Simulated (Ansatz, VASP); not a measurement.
**Two plane-wave programs on BN**

File INCAR:

```
SYSTEM = BN
  ALGO = Normal
  EDIFF = 1E-6
  ENCUT = 520
  GGA = CA
  ISIF = 2
  ISMEAR = 0
  LASPH = .TRUE.
  LCHARG = .TRUE.
  LELF = .TRUE.
  LREAL = .FALSE.
  LVHAR = .TRUE.
  LWAVE = .FALSE.
  NBANDS = 16
  NELM = 80
  PREC = Accurate
  SIGMA = 0.05
```

File KPOINTS:

```
k-points
0
G
  12 12 4
  0 0 0
```

Contents of POSCAR:

```
BN
1.0
    2.3277786494      0.0000000000      0.0000000000
   -1.1638893247      2.0159154447      0.0000000000
    0.0000000000      0.0000000000      6.5319796680
B N
2 2
Direct
    0.3333333333      0.6666666667      0.2500000000
    0.6666666667      0.3333333333      0.7500000000
    0.3333333333      0.6666666667      0.7500000000
    0.6666666667      0.3333333333      0.2500000000
```

Input for Ansatz:

```yaml
crystal:
  lattice:
    - [2.3277786494, 0.0, 0.0]
    - [-1.1638893247, 2.0159154447, 0.0]
    - [0.0, 0.0, 6.531979668]
  atoms:
    - { symbol: B, position: [0.3333333333, 0.6666666667, 0.25] }
    - { symbol: B, position: [0.6666666667, 0.3333333333, 0.75] }
    - { symbol: "N", position: [0.3333333333, 0.6666666667, 0.75] }
    - { symbol: "N", position: [0.6666666667, 0.3333333333, 0.25] }
basis:
  ecutwfc: 520.0
kpoints:
  mp_grid: { grid: [12, 12, 4] }
hamiltonian:
  xc: lda
  pseudopotentials: { kind: paw, azcp: { folder: soft_1 } }
scf:
  occupations: { method: gaussian, width: 0.05 }
output:
  forces: true
  stress: true
  eigenvalues: true
```

Alike in both runs: task single point; functional LDA; k mesh 12 × 12 × 4; occupations gaussian, width 0.05 eV; no spin polarisation.

|  | VASP | Ansatz |
| --- | --- | --- |
| version | VASP 6.6.1 | Ansatz 0.2.0 |
| potentials or method | VASP PAW LDA potentials, release 64 (B, N), cutoff 520 eV | scalar-relativistic, plane waves, PAW |
| valence electrons in the cell | 16 | 16 |

Ansatz gave:

| Quantity | Value |
| --- | --- |
| gap on the k mesh at the Fermi level (eV) | 4.36 |
| least direct gap on the mesh (eV) | 5.02 |

Which values does VASP return?

gap on the k mesh at the Fermi level (eV): 4.35; least direct gap on the mesh (eV): 5.01.

Ansatz warns that its potentials were made for another functional, while VASP's fit it. LDA's correlation is that of Perdew and Zunger in VASP and of Perdew and Wang (1992) in Ansatz.
